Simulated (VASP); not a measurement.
# TePt3 in VASP: a series of runs, part 2 of 2

VASP 6.6.1. The steps go on from the part before.

### Step 3. Single point, PBE

This run uses another cell than the first one, of 17.66 Å³/atom, 1.030 times its volume.

Contents of INCAR:

```
PREC = Accurate
ENCUT = 520
EDIFF = 1E-7
ISMEAR = 0
SIGMA = 0.1
LREAL = F
LASPH = T
NELM = 100
ALGO = Normal
ISIF = 2
LWAVE = F
LCHARG = F
GGA = PE
NBANDS = 26
```

Contents of KPOINTS:

```
Automatic mesh
0
Gamma
  4 4 4
```

Contents of POSCAR:

```
TePt3
1.0
    4.1239289642      0.0000000000      0.0000000000
    0.0000000000      4.1239289642      0.0000000000
    0.0000000000      0.0000000000      4.1542082096
Te Pt
1 3
Direct
    0.0000000000      0.0000000000      0.0000000000
    0.0000000000      0.5000000000      0.5000000000
    0.5000000000      0.0000000000      0.5000000000
    0.5000000000      0.5000000000      0.0000000000
```

Potentials or basis: VASP PAW PBE potentials, release 64 (Te, Pt).

Launch:

```sh
$ cat potpaw_PBE.64/Te/POTCAR potpaw_PBE.64/Pt/POTCAR > POTCAR
$ mpirun -np 1 vasp_std > vasp.out
```

Run time: 20 s. Hardware: 1 thread of Intel Xeon Platinum 8375C at 2.90GHz (Ice Lake), shared host; peak memory 0.18 GiB.

The run converged. Its results:

```
Free energy            : -20.7723 eV
Pressure               : -0.4 GPa
Band gap on the k mesh : zero (band 18 reaches 11.03 eV, above the bottom of band 19 at 10.35 eV)
```

Stress tensor (GPa, compression positive):
```
-0.46  0.00  0.00
 0.00 -0.46  0.00
 0.00  0.00 -0.31
```

Levels at points of the mesh, in eV from the Fermi level:
```tsv
k point	band 15	band 16	band 17	band 18	band 19	band 20	band 21	band 22
(0.00, 0.00, 0.00)	-1.14	-1.09	-0.38	0.08	0.08	0.13	5.12	5.25
(0.50, 0.00, 0.00)	-2.05	-1.01	-0.94	0.09	1.20	1.25	4.41	4.50
(0.50, 0.50, 0.00)	-2.00	-1.82	-1.60	0.40	0.40	2.69	2.89	5.10
(0.00, 0.00, 0.50)	-2.06	-0.97	-0.89	0.13	1.16	1.16	4.49	4.49
(0.50, 0.00, 0.50)	-2.01	-1.85	-1.63	0.37	0.38	2.75	2.92	5.11
(0.50, 0.50, 0.50)	-1.92	-1.71	-0.37	-0.31	-0.28	-0.28	2.94	3.00
```

Caveat: the k points lie up to 0.38 Å⁻¹ apart; spin-orbit coupling is left out, which moves the levels of the heavy elements.

### Step 4. Relaxation of cell and atoms, PBE

Contents of INCAR:

```
SYSTEM = TePt3
ALGO = Normal ; EDIFF = 1E-6
EDIFFG = -0.04 ; ENCUT = 600
GGA = PE ; IBRION = 2
ISIF = 3 ; ISMEAR = 0
LASPH = .TRUE. ; LCHARG = .FALSE.
LREAL = .FALSE. ; LWAVE = .FALSE.
NELM = 60 ; NSW = 90
PREC = Accurate ; SIGMA = 0.1
```

Contents of KPOINTS:

```
k-points
0
G
  4 4 4
  0 0 0
```

Contents of POSCAR:

```
TePt3
1.0
    4.0858238600      0.0000000000      0.0000000000
    0.0000000000      4.0858238600      0.0000000000
    0.0000000000      0.0000000000      4.1076889700
Te Pt
1 3
Direct
    0.0000000000      0.0000000000      0.0000000000
    0.0000000000      0.5000000000      0.5000000000
    0.5000000000      0.0000000000      0.5000000000
    0.5000000000      0.5000000000      0.0000000000
```

Launch:

```sh
$ cat potpaw_PBE.64/Te/POTCAR potpaw_PBE.64/Pt/POTCAR > POTCAR
$ mpirun -np 1 vasp_std > vasp.out
```

Wall time 64 s (1 thread of Intel Xeon Platinum 8375C at 2.90GHz (Ice Lake), shared host); peak memory 0.23 GiB.

It converged, with:

```
Free energy                            : -20.7718 eV
Relaxed volume                         : 17.63 Å³/atom
Relaxed cell                           : a = 4.124 Å, b = 4.124 Å, c = 4.147 Å, α = 90.00°, β = 90.00°, γ = 90.00°
Space group after relaxing (to 0.05 Å) : Pm-3m (No. 221)
Energy gained by relaxing              : 7.3 meV/atom
Ionic steps                            : 3
Pressure after relaxing                : -0.1 GPa
Band gap on the k mesh                 : zero (band 18 reaches 11.06 eV, above the bottom of band 19 at 10.38 eV)
```

Stress tensor (GPa, compression positive):
```
-0.10  0.00  0.00
 0.00 -0.10  0.00
 0.00  0.00  0.03
```

Step by step:
| step | energy change (eV) | largest force (eV/Å) | pressure (GPa) | volume (Å³) |
| --- | --- | --- | --- | --- |
| 1 | 0.0000 | 0.0000 | 5.05 | 68.57 |
| 2 | 0.0584 | 0.0000 | -7.48 | 74.07 |
| 3 | -0.0293 | 0.0000 | -0.06 | 70.52 |

Final structure:
```
Te Pt
1.0
     4.12393    0.00000    0.00000
     0.00000    4.12393    0.00000
     0.00000    0.00000    4.14672
Te Pt
1 3
Direct
  0.00000 0.00000 0.00000
  0.00000 0.50000 0.50000
  0.50000 0.00000 0.50000
  0.50000 0.50000 0.00000
```

Levels at points of the mesh, in eV from the Fermi level:
| k point | band 15 | band 16 | band 17 | band 18 | band 19 | band 20 | band 21 | band 22 |
| --- | --- | --- | --- | --- | --- | --- | --- | --- |
| (0.00, 0.00, 0.00) | -1.14 | -1.10 | -0.38 | 0.09 | 0.09 | 0.12 | 5.15 | 5.25 |
| (0.50, 0.00, 0.00) | -2.06 | -1.01 | -0.93 | 0.09 | 1.20 | 1.24 | 4.43 | 4.49 |
| (0.50, 0.50, 0.00) | -2.01 | -1.84 | -1.62 | 0.40 | 0.40 | 2.69 | 2.91 | 5.12 |
| (0.00, 0.00, 0.50) | -2.07 | -0.98 | -0.90 | 0.12 | 1.17 | 1.17 | 4.48 | 4.48 |
| (0.50, 0.00, 0.50) | -2.02 | -1.86 | -1.64 | 0.37 | 0.38 | 2.74 | 2.93 | 5.12 |
| (0.50, 0.50, 0.50) | -1.93 | -1.71 | -0.38 | -0.30 | -0.29 | -0.29 | 2.96 | 3.00 |

Caveat: the k points lie up to 0.38 Å⁻¹ apart in the final cell; spin-orbit coupling is left out, which moves the levels of the heavy elements.

### Step 5. Single point, PBE

This run uses another cell than the first one, of 17.60 Å³/atom, 1.027 times its volume.

Contents of INCAR:

```
ALGO = Fast ; EDIFF = 1E-7
ENCUT = 520 ; GGA = PE
ISIF = 2 ; ISMEAR = 0
LASPH = T ; LCHARG = T
LELF = T ; LREAL = F
LVHAR = T ; LWAVE = F
NBANDS = 26 ; NELM = 100
PREC = Accurate ; SIGMA = 0.1
```

Contents of KPOINTS:

```
k-points
0
Gamma
  12 12 12
```

Contents of POSCAR:

```
TePt3
1.0
    4.1294567383      0.0000000000      0.0000000000
    0.0000000000      4.1294567383      0.0000000000
    0.0000000000      0.0000000000      4.1294567383
Te Pt
1 3
Direct
    0.0000000000      0.0000000000      0.0000000000
    0.0000000000      0.5000000000      0.5000000000
    0.5000000000      0.0000000000      0.5000000000
    0.5000000000      0.5000000000      0.0000000000
```

Launch:

```sh
$ cat potpaw_PBE.64/Te/POTCAR potpaw_PBE.64/Pt/POTCAR > POTCAR
$ mpirun -np 1 vasp_std > vasp.out
```

It took 72 s on 1 thread of Intel Xeon Platinum 8375C at 2.90GHz (Ice Lake), shared host; peak memory 0.27 GiB.

Results (log left out):

| Property | Result |
| --- | --- |
| Free energy | -20.7906 eV |
| Pressure | -0.3 GPa |
| Band gap on the k mesh | zero (band 18 reaches 11.13 eV, above the bottom of band 19 at 10.38 eV) |

Levels at points of the mesh, in eV from the Fermi level:
| k point | band 15 | band 16 | band 17 | band 18 | band 19 | band 20 | band 21 | band 22 |
| --- | --- | --- | --- | --- | --- | --- | --- | --- |
| (0.00, 0.00, 0.00) | -1.12 | -1.12 | -0.39 | 0.12 | 0.12 | 0.12 | 5.18 | 5.18 |
| (0.50, 0.00, 0.00) | -2.09 | -1.00 | -0.99 | 0.12 | 1.13 | 1.13 | 4.42 | 4.42 |
| (0.50, 0.50, 0.00) | -2.06 | -1.89 | -1.62 | 0.38 | 0.38 | 2.64 | 2.84 | 5.08 |
| (0.50, 0.50, 0.50) | -1.99 | -1.76 | -0.41 | -0.29 | -0.29 | -0.29 | 2.99 | 2.99 |

Caveat: spin-orbit coupling is left out, which moves the levels of the heavy elements.

### Step 6. Relaxation of cell and atoms, PBE

This run uses another cell than the first one, of 17.66 Å³/atom, 1.030 times its volume.

Contents of INCAR:

```
ALGO = Fast ; EDIFF = 1E-7
EDIFFG = -0.01 ; ENCUT = 600
GGA = PE ; IBRION = 2
ISIF = 3 ; ISMEAR = 0
LASPH = T ; LCHARG = F
LREAL = F ; LWAVE = F
NELM = 100 ; NSW = 100
PREC = Accurate ; SIGMA = 0.1
```

KPOINTS is that of step 5.

Contents of POSCAR:

```
TePt3
1.0
    4.1340220460      0.0000000000      0.0000000000
    0.0000000000      4.1340220460      0.0000000000
    0.0000000000      0.0000000000      4.1340220460
Te Pt
1 3
Direct
    0.0000000000      0.0000000000      0.0000000000
    0.0000000000      0.5000000000      0.5000000000
    0.5000000000      0.0000000000      0.5000000000
    0.5000000000      0.5000000000      0.0000000000
```

Potentials or basis: VASP PAW PBE potentials, release 64 (Te, Pt).

Launch:

```sh
$ cat potpaw_PBE.64/Te/POTCAR potpaw_PBE.64/Pt/POTCAR > POTCAR
$ mpirun -np 1 vasp_std > vasp.out
```

It took 4.7 min on 1 thread of Intel Xeon Platinum 8375C at 2.90GHz (Ice Lake), shared host; peak memory 0.32 GiB.

Results (log left out):

```yaml
Free_energy: -20.7906 eV
Relaxed_volume: 17.57 Å³/atom
Relaxed_cell: a = 4.127 Å, b = 4.127 Å, c = 4.127 Å, α = 90.00°, β = 90.00°, γ = 90.00°
Space_group_after_relaxing_to_0.05_Å: Pm-3m (No. 221)
Energy_gained_by_relaxing: 0.2 meV/atom
Ionic_steps: 3
Pressure_after_relaxing: 0.0 GPa
Band_gap_on_the_k_mesh: zero (band 18 reaches 11.17 eV, above the bottom of band 19 at 10.42 eV)
```

Step by step:
| step | energy change (eV) | largest force (eV/Å) | pressure (GPa) | volume (Å³) |
| --- | --- | --- | --- | --- |
| 1 | 0.0000 | 0.0000 | -0.87 | 70.65 |
| 2 | 0.0020 | 0.0000 | 1.60 | 69.68 |
| 3 | -0.0010 | 0.0000 | -0.02 | 70.29 |

Final structure:
```
Te Pt
1.0
     4.12705    0.00000    0.00000
     0.00000    4.12705    0.00000
     0.00000    0.00000    4.12705
Te Pt
1 3
Direct
  0.00000 0.00000 0.00000
  0.00000 0.50000 0.50000
  0.50000 0.00000 0.50000
  0.50000 0.50000 0.00000
```

Levels at points of the mesh, in eV from the Fermi level:
| k point | band 16 | band 17 | band 18 | band 19 | band 20 | band 21 |
| --- | --- | --- | --- | --- | --- | --- |
| (0.00, 0.00, 0.00) | -1.12 | -0.40 | 0.12 | 0.12 | 0.12 | 5.19 |
| (0.50, 0.00, 0.00) | -1.00 | -0.99 | 0.12 | 1.13 | 1.13 | 4.42 |
| (0.50, 0.50, 0.00) | -1.89 | -1.63 | 0.38 | 0.38 | 2.65 | 2.85 |
| (0.50, 0.50, 0.50) | -1.76 | -0.41 | -0.29 | -0.29 | -0.29 | 2.99 |

Caveat: spin-orbit coupling is left out, which moves the levels of the heavy elements.

### Step 7. Summary

| task | cell | k mesh | cutoff (eV) | gap on the mesh (eV) | pressure (GPa) | relaxed volume (Å³/atom) |
| --- | --- | --- | --- | --- | --- | --- |
| single point | a = 4.086, b = 4.086, c = 4.108 Å, 4 atoms | 4 × 4 × 4 | 520 | none | 5.0 | - |
| single point | a = 4.124, b = 4.124, c = 4.154 Å, 4 atoms | 4 × 4 × 4 | 520 | none | -0.4 | - |
| relaxation of cell and atoms | relaxed from a = 4.086, b = 4.086, c = 4.108 Å, 4 atoms | 4 × 4 × 4 | 600 | none | -0.1 | 17.63 |
| single point | a = 4.129 Å, 4 atoms | 12 × 12 × 12 | 520 | none | -0.3 | - |
| relaxation of cell and atoms | relaxed from a = 4.134 Å, 4 atoms | 12 × 12 × 12 | 600 | none | 0.0 | 17.57 |

Alike in all rows: level PBE; potentials or basis VASP PAW PBE potentials, release 64 (Te, Pt); no spin polarisation; smearing gaussian 0.1 eV.

Caveats: some runs use coarse meshes; spin-orbit coupling is left out, which moves the levels of the heavy elements.

Total energies depend on the potentials used, so only differences within one code and one set of settings carry meaning.
